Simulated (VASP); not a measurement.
# Ga2O3 (R-3m) in VASP: further runs

The runs below take Ga2O3 through relaxation of cell and atoms, single point, with PBE.

Everything below comes from runs of VASP 6.6.1. Logs are shortened: lines on timing, memory, paths and dates and some standing lists are left out, and cuts for length are marked.

### Step 1. The cell of the first run

The structure is trigonal, space group R-3m (No. 166). The conventional cell has a = 6.079 Å, b = 6.079 Å, c = 12.338 Å, α = 90.00°, β = 90.00°, γ = 120.00°. Ga (site symmetry 3m) has 3 O at 1.76 Å within 2.3 Å. O (site symmetry 2/m) has 2 Ga at 1.76 Å within 2.3 Å.

The cell was built from a structure type or drawn by symmetry, and may not be a known phase.

### Step 2. Relaxation of cell and atoms, PBE

The input, INCAR:

```
  PREC = Accurate
  ENCUT = 600
  EDIFF = 1E-6
  ISMEAR = 0
  SIGMA = 0.02
  LREAL = F
  LASPH = T
  NELM = 80
  ALGO = Normal
  ISIF = 3
  LWAVE = F
  LCHARG = F
  GGA = PE
  IBRION = 2
  NSW = 100
  EDIFFG = -0.01
```

The input, KPOINTS:

```
Automatic mesh
0
Gamma
  6 6 6
```

The input, POSCAR:

```
Ga2O3
1.0
    3.0395776883      1.7549009966      4.1126061489
   -3.0395776883      1.7549009966      4.1126061489
    0.0000000000     -3.5098019932      4.1126061489
Ga O
2 3
Direct
    0.3309518358      0.3309518358      0.3309518358
    0.6690481642      0.6690481642      0.6690481642
    0.5000000000      0.5000000000      0.0000000000
    0.0000000000      0.5000000000      0.5000000000
    0.5000000000      0.0000000000      0.5000000000
```

Potentials or basis: VASP PAW PBE potentials, release 64 (Ga_d, O).

Command:

```
$ cat potpaw_PBE.64/Ga_d/POTCAR potpaw_PBE.64/O/POTCAR > POTCAR
$ mpirun -np 1 vasp_std > vasp.out
```

OUTCAR:

```text
PREC = Accurate
   ENCUT = 600
   EDIFF = 1E-6
   ISMEAR = 0
   LREAL = F
   LASPH = T
   NELM = 80
   ISIF = 3
   GGA = PE
   IBRION = 2
   NSW = 100
   EDIFFG = -0.01

 ion  position               nearest neighbor table
   1  0.331  0.331  0.331-   4 1.76   5 1.76   3 1.76
   2  0.669  0.669  0.669-   4 1.76   5 1.76   3 1.76
   3  0.500  0.500  0.000-   1 1.76   2 1.76
   4  0.000  0.500  0.500-   1 1.76   2 1.76
   5  0.500  0.000  0.500-   1 1.76   2 1.76

  LATTYP: Found a trigonal (rhomboedric) cell.
 ALAT       =     5.4066846928
 COS(alpha) =     0.3678874610

  Lattice vectors:

 A1 = (   3.0395776883,   1.7549009966,   4.1126061489)
 A2 = (  -3.0395776883,   1.7549009966,   4.1126061489)
 A3 = (   0.0000000000,  -3.5098019932,   4.1126061489)

Analysis of symmetry for initial positions (statically):
=====================================================================
 Subroutine PRICEL returns:
 Original cell was already a primitive cell.

 Routine SETGRP: Setting up the symmetry group for a
 trigonal (rhombohedral) supercell.

 Subroutine GETGRP returns: Found 12 space group operations
 (whereof 12 operations were pure point group operations)
 out of a pool of 12 trial point group operations.

The static configuration has the point symmetry D_3d.

Analysis of symmetry for dynamics (positions and initial velocities):
=====================================================================
 Subroutine PRICEL returns:
 Original cell was already a primitive cell.

 Routine SETGRP: Setting up the symmetry group for a
 trigonal (rhombohedral) supercell.

 Subroutine GETGRP returns: Found 12 space group operations
 (whereof 12 operations were pure point group operations)
 out of a pool of 12 trial point group operations.

The dynamic configuration has the point symmetry D_3d.

 Subroutine INISYM returns: Found 12 space group operations
 (whereof 12 operations are pure point group operations),
 and found     1 'primitive' translations

----------------------------------------------------------------------------------------

                                     Primitive cell

  volume of cell :     131.6237

  direct lattice vectors                    reciprocal lattice vectors
[... 107 lines left out ...]
   EFERMI =   0.00;   METHOD = LEGACY
   ISMEAR =     0;   SIGMA  =   0.02  broadening in eV -4-tet -1-fermi 0-gaus
   EFERMI_NEDOS =   21; number of points for ismear=-14 and -15
   IALGO  =     38    algorithm
   IMIX   =      4    mixing-type and parameters
     AMIX     =   0.40;   BMIX     =  1.00
     AMIX_MAG =   1.60;   BMIX_MAG =  1.00
  volume/ion in A,a.u.               =      26.32       177.65
  Fermi-wavevector in a.u.,A,eV,Ry     =   1.136181  2.147071 17.563869  1.290908
  Thomas-Fermi vector in A             =   2.272886
   LORBIT       =      0    0 simple, 1 ext, 2 COOP (PROOUT), +10 PAW based schemes
   GGA     = PE    functional components
   LHFCALC =     F    Hartree Fock is set to
   AEXX    =    0.0000 exact exchange contribution
   IVDW    =     0    specifies the selected vdW correction
   LEPSILON=     F    determine dielectric tensor
   LRPA    =     F    only Hartree local field effects (RPA)
 conjugate gradient relaxation of ions
 non-spin polarized calculation
 Gauss-broadening in eV      SIGMA  =   0.02
  energy-cutoff  :      600.00
  volume of cell :      131.62
 maximum number of plane-waves:      4408
 NGX is ok and might be reduce to    48
   NGX = 21   NGY = 21   NGZ = 21

--------------------------------------- Ionic step        1  -------------------------------------------

 number of electron      44.0000014 magnetization

 Free energy of the ion-electron system (eV)
  ---------------------------------------------------
  ext. energy  EPLUGINS =         0.00000000
  ---------------------------------------------------
  free energy    TOTEN  =       -27.09841528 eV

  energy without entropy =      -27.09841528  energy(sigma->0) =      -27.09841528

------------------------ aborting loop because EDIFF is reached ----------------------------------------

  FORCE on cell =-STRESS in cart. coord.  units (eV):
  Direction    XX          YY          ZZ          XY          YZ          ZX
  --------------------------------------------------------------------------------------
  -------------------------------------------------------------------------------------
  Total       -0.2028583     -0.2028583     -0.1085204      0.0000000      0.0000000      0.0000000
  in kB       -2.4692730     -2.4692730     -1.3209540      0.0000000      0.0000000      0.0000000
  external PRESSURE =      -2.0865000 kB  Pullay stress =       0.0000000 kB
[... 98 lines left out ...]
  FREE ENERGIE OF THE ION-ELECTRON SYSTEM (eV)
  ---------------------------------------------------
  free  energy   TOTEN  =       -27.0986020532 eV

  energy  without entropy=      -27.0986020532  energy(sigma->0) =      -27.09860205

[... ionic steps 4 to 20 ...]

--------------------------------------- Ionic step       21  -------------------------------------------

 number of electron      43.9999999 magnetization

------------------------ aborting loop because EDIFF is reached ----------------------------------------
[... 73 lines left out ...]
--------------------------------------- Ionic step       23  -------------------------------------------

 number of electron      44.0000001 magnetization

 Free energy of the ion-electron system (eV)
  ---------------------------------------------------
  ext. energy  EPLUGINS =         0.00000000
  ---------------------------------------------------
  free energy    TOTEN  =       -27.10279550 eV

  energy without entropy =      -27.10279550  energy(sigma->0) =      -27.10279550

 E-fermi :  -2.1570     XC(G=0):  -6.8169

 val. band max:       -2.2718161164   @ k =   0.5000   0.5000   0.5000
 cond. band min:      -0.3538031089   @ k =   0.0000   0.0000   0.0000
 fundamental gap:      1.9180130075
 Fermi energy:        -2.1570285665

 k-point     1 :       0.0000    0.0000    0.0000
  band No.  band energies     occupation
      1     -19.7886      2.00000
      2     -19.2044      2.00000
      3     -19.2044      2.00000
      4     -15.5313      2.00000
      5     -15.3537      2.00000
      6     -15.3537      2.00000
[... 685 lines left out ...]
     25       3.8585      0.00000
     26       4.6685      0.00000

 [... further k-points ...]
[... 5 lines left out ...]
  --------------------------------------------------------------------------------------
  -------------------------------------------------------------------------------------
  Total       -0.0494498     -0.0494498     -0.0091076     -0.0000000     -0.0000000      0.0000000
  in kB       -0.6440351     -0.6440351     -0.1186177     -0.0000000     -0.0000000      0.0000000
  external PRESSURE =      -0.4688960 kB  Pullay stress =       0.0000000 kB
[... 20 lines left out ...]
  FREE ENERGIE OF THE ION-ELECTRON SYSTEM (eV)
  ---------------------------------------------------
  free  energy   TOTEN  =       -27.1027955027 eV

  energy  without entropy=      -27.1027955027  energy(sigma->0) =      -27.10279550

 reached required accuracy - stopping structural energy minimisation
```

OSZICAR:

```text
N       E                     dE             d eps       ncg     rms          rms(c)
DAV:   1     0.497633386059E+03    0.49763E+03   -0.23325E+04  1684   0.238E+03
DAV:   2     0.551202621736E+02   -0.44251E+03   -0.43170E+03  2002   0.560E+02
[... 183 lines left out ...]
  22 F= -.27102780E+02 E0= -.27102780E+02  d E =-.822976E-03
       N       E                     dE             d eps       ncg     rms          rms(c)
DAV:   1    -0.271027365347E+02    0.42526E-04   -0.27884E-02  1898   0.115E+00    0.315E-02
DAV:   2    -0.271027984384E+02   -0.61904E-04   -0.85089E-04  2424   0.238E-01    0.129E-02
DAV:   3    -0.271027961296E+02    0.23087E-05   -0.16735E-05  2284   0.453E-02    0.565E-03
DAV:   4    -0.271027955027E+02    0.62695E-06   -0.29427E-06  1506   0.204E-02
  23 F= -.27102796E+02 E0= -.27102796E+02  d E =-.838745E-03
```

CONTCAR:

```text
Ga2O3
   1.00000000000000
     3.0375291837821692    1.7537182919651151    3.8488806491674317
    -3.0375291837821692    1.7537182919651155    3.8488806491674317
    -0.0000000000000001   -3.5074365839302306    3.8488806491674317
  Ga              O
     2     3
Direct
     0.3300662863409659    0.3300662863409659    0.3300662863409659
     0.6699337136590342    0.6699337136590342    0.6699337136590342
     0.5000000000000000    0.5000000000000000    0.0000000000000000
     0.0000000000000000    0.5000000000000000    0.5000000000000000
     0.5000000000000000    0.0000000000000000    0.5000000000000000

  0.00000000E+00  0.00000000E+00  0.00000000E+00
  0.00000000E+00  0.00000000E+00  0.00000000E+00
  0.00000000E+00  0.00000000E+00  0.00000000E+00
  0.00000000E+00  0.00000000E+00  0.00000000E+00
  0.00000000E+00  0.00000000E+00  0.00000000E+00
```

Wall time 16 min (1 thread of AMD EPYC 9R45 (Zen 5), shared host); peak memory 0.38 GiB.

What came out:

```
Free energy                           : -27.1028 eV
Relaxed volume                        : 24.60 Å³/atom
Relaxed cell                          : a = 5.207 Å, b = 5.207 Å, c = 5.207 Å, α = 71.37°, β = 71.37°, γ = 71.37°
Space group after relaxing (to 0.1 Å) : R-3m (No. 166)
Energy gained by relaxing             : 0.9 meV/atom
Ionic steps                           : 23
Pressure after relaxing               : 0.0 GPa
Largest force after relaxing          : 0.004 eV/Å
Band gap on the k mesh                : 1.92 eV (least direct gap 1.95 eV)
```

Forces in eV/Å, atoms in the order of the input:
```
Ga   0.000  0.000 -0.004
Ga   0.000  0.000  0.004
O    0.000  0.000  0.000
O    0.000  0.000  0.000
O    0.000  0.000  0.000
```

Step by step:
```tsv
step	energy change (eV)	largest force (eV/Å)	pressure (GPa)	volume (Å³)
1	0.0000	0.0028	-0.21	131.62
2	0.0001	0.0026	0.20	130.97
3	-0.0002	0.0022	-0.04	131.35
4	-0.0002	0.0004	0.04	131.32
5	-0.0002	0.0011	-0.05	131.34
6	-0.0002	0.0005	0.00	131.33
7	-0.0003	0.0005	0.01	131.20
8	-0.0006	0.0036	-0.07	130.83
9	-0.0011	0.0100	-0.04	130.08
10	-0.0021	0.0224	-0.07	128.59
11	-0.0032	0.0496	-0.15	125.60
12	-0.0012	0.1085	-0.13	119.61
13	-0.0033	0.0694	-0.12	123.41
14	-0.0034	0.0680	-0.03	123.18
15	-0.0034	0.0674	-0.03	123.16
16	-0.0035	0.0682	-0.06	123.12
17	-0.0035	0.0677	-0.04	123.04
18	-0.0035	0.0672	0.02	122.88
19	-0.0036	0.0611	-0.03	122.89
20	-0.0039	0.0529	-0.03	122.91
21	-0.0042	0.0331	-0.02	122.95
22	-0.0044	0.0090	-0.09	123.04
23	-0.0044	0.0038	-0.05	123.02
```

Final structure:
```cif
data_structure
_symmetry_space_group_name_H-M 'P 1'
_symmetry_Int_Tables_number 1
_cell_length_a 5.2073
_cell_length_b 5.2073
_cell_length_c 5.2073
_cell_angle_alpha 71.369
_cell_angle_beta 71.369
_cell_angle_gamma 71.369
_cell_volume 123.02
loop_
_atom_site_label
_atom_site_type_symbol
_atom_site_fract_x
_atom_site_fract_y
_atom_site_fract_z
_atom_site_occupancy
Ga1 Ga 0.33007 0.33007 0.33007 1
Ga2 Ga 0.66993 0.66993 0.66993 1
O1 O 0.50000 0.50000 0.00000 1
O2 O 0.00000 0.50000 0.50000 1
O3 O 0.50000 0.00000 0.50000 1
```

A k mesh can miss the band edges.

### Step 3. Single point, PBE, collinear spin, ferromagnetic start

This run uses another cell than the first one, of 23.96 Å³/atom.

The input, INCAR:

```
PREC = Accurate ; ENCUT = 520
EDIFF = 1E-6 ; ISMEAR = 0
SIGMA = 0.1 ; LREAL = False
LASPH = True ; NELM = 150
ALGO = Normal ; ISIF = 2
LWAVE = False ; LCHARG = False
ISPIN = 2 ; MAGMOM = 0 0 1 1 1
LORBIT = 11 ; GGA = PE
NBANDS = 34
```

The input, KPOINTS:

```
regular mesh
0
Gamma
  6 6 6
```

The input, POSCAR:

```
Ga2O3
1.0
    3.0393301473      1.7547580766      3.7436309259
   -3.0393301473      1.7547580766      3.7436309259
    0.0000000000     -3.5095161595      3.7436309229
Ga O
2 3
Direct
    0.3294962201      0.3294962201      0.3294962201
    0.6705037799      0.6705037799      0.6705037799
    0.5000000000      0.5000000000      0.0000000000
    0.0000000000      0.5000000000      0.5000000000
    0.5000000000      0.0000000000      0.5000000000
```

Potentials or basis: VASP PAW PBE potentials, release 64 (Ga_d, O).

Command:

```
$ cat potpaw_PBE.64/Ga_d/POTCAR potpaw_PBE.64/O/POTCAR > POTCAR
$ mpirun -np 1 vasp_std > vasp.out
```

Run time: 2.6 min. Hardware: 1 thread of AMD EPYC 9R45 (Zen 5), shared host; peak memory 0.36 GiB.

It converged, with:

```
Free energy                                           : -27.0806 eV
Pressure                                              : -0.1 GPa
Largest force                                         : 0.005 eV/Å
Band gap on the k mesh                                : 1.86 eV (least direct gap 1.90 eV)
Net moment                                            : 0.00 μB per cell
Valence electrons inside the program's atomic spheres : Ga 11.86; O 5.06
```

Forces in eV/Å, atoms in the order of the input:
```
Ga   0.000  0.000  0.005
Ga   0.000  0.000 -0.005
O    0.000  0.000  0.000
O    0.000  0.000  0.000
O    0.000  0.000  0.000
```

Stress tensor (GPa, compression positive):
```
-0.16  0.00  0.00
 0.00 -0.16  0.00
 0.00  0.00  0.17
```

Levels at points of the mesh, in eV from the valence-band top:
Spin up:
| k point | band 19 | band 20 | band 21 | band 22 | band 23 | band 24 | band 25 | band 26 |
| --- | --- | --- | --- | --- | --- | --- | --- | --- |
| (0.00, 0.00, 0.00) | -0.71 | -0.34 | -0.34 | -0.04 | 1.87 | 4.40 | 7.92 | 8.00 |
| (0.50, 0.00, 0.00) | -1.05 | -0.76 | -0.72 | -0.16 | 3.86 | 5.47 | 5.52 | 8.57 |
| (0.50, 0.50, 0.00) | -1.06 | -0.81 | -0.47 | -0.14 | 4.62 | 5.57 | 6.43 | 7.16 |
| (0.50, 0.50, 0.50) | -0.52 | -0.37 | -0.37 | 0.00 | 3.29 | 6.07 | 6.21 | 7.49 |
Spin down:
| k point | band 18 | band 19 | band 20 | band 21 | band 22 | band 23 | band 24 | band 25 | band 26 | band 27 |
| --- | --- | --- | --- | --- | --- | --- | --- | --- | --- | --- |
| (0.00, 0.00, 0.00) | -0.71 | -0.71 | -0.34 | -0.34 | -0.04 | 1.87 | 4.40 | 7.91 | 8.00 | 9.33 |
| (0.50, 0.00, 0.00) | -1.26 | -1.05 | -0.76 | -0.72 | -0.16 | 3.86 | 5.47 | 5.52 | 8.57 | 9.37 |
| (0.50, 0.50, 0.00) | -1.20 | -1.06 | -0.81 | -0.47 | -0.14 | 4.62 | 5.57 | 6.43 | 7.16 | 8.36 |
| (0.50, 0.50, 0.50) | -0.52 | -0.52 | -0.37 | -0.37 | 0.00 | 3.29 | 6.07 | 6.21 | 7.49 | 8.88 |
